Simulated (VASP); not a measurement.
A run of VASP 6.6.1:

INCAR

```
SYSTEM = GeSe
ALGO     = Normal         ! electronic algorithm
EDIFF    = 1E-6           ! SCF threshold, eV
ENCUT    = 500            ! plane-wave cutoff, eV
GGA      = PE             ! functional
GGA_COMPAT= .False.      
ISIF     = 2              ! what is computed and relaxed
ISMEAR   = 0              ! smearing method
IVDW     = 12             ! dispersion correction
LASPH    = .True.         ! aspherical terms in the spheres
LCHARG   = .False.        ! write CHGCAR
LREAL    = .False.        ! projectors in reciprocal space
LWAVE    = .False.        ! write WAVECAR
NBANDS   = 50             ! bands
NELM     = 120            ! most SCF steps
PREC     = Accurate       ! precision mode
SIGMA    = 0.05           ! smearing width, eV
```

The input KPOINTS:

```
k-points
0
Gamma
  4 8 6
  0 0 0
```

POSCAR

```
GeSe
1.0
   10.9623945550      0.0000000000      0.0000000000
    0.0000000000      3.8767405810      0.0000000000
    0.0000000000      0.0000000000      4.4288126045
Ge Se
4 4
Direct
    0.3767545136      0.7500000000      0.6141826063
    0.1232454864      0.2500000000      0.1141826063
    0.8767545136      0.7500000000      0.8858173937
    0.6232454864      0.2500000000      0.3858173937
    0.1453716176      0.7500000000      0.5021862790
    0.3546283824      0.2500000000      0.0021862790
    0.6453716176      0.7500000000      0.9978137210
    0.8546283824      0.2500000000      0.4978137210
```

Potentials or basis: VASP PAW PBE potentials, release 64 (Ge_d, Se).

Run with:

```console
$ cat potpaw_PBE.64/Ge_d/POTCAR potpaw_PBE.64/Se/POTCAR > POTCAR
$ mpirun -np 1 vasp_std > vasp.out
```

Hardware: 1 thread of Intel(R) Xeon(R) Platinum 8559C (Emerald Rapids), with other jobs on the host.

Estimate the wall time of this run.

It took 3.8 min on 1 thread of Intel(R) Xeon(R) Platinum 8559C (Emerald Rapids), on a shared host, peak memory 0.52 GiB. Counts: scf iterations 13, k points 60.
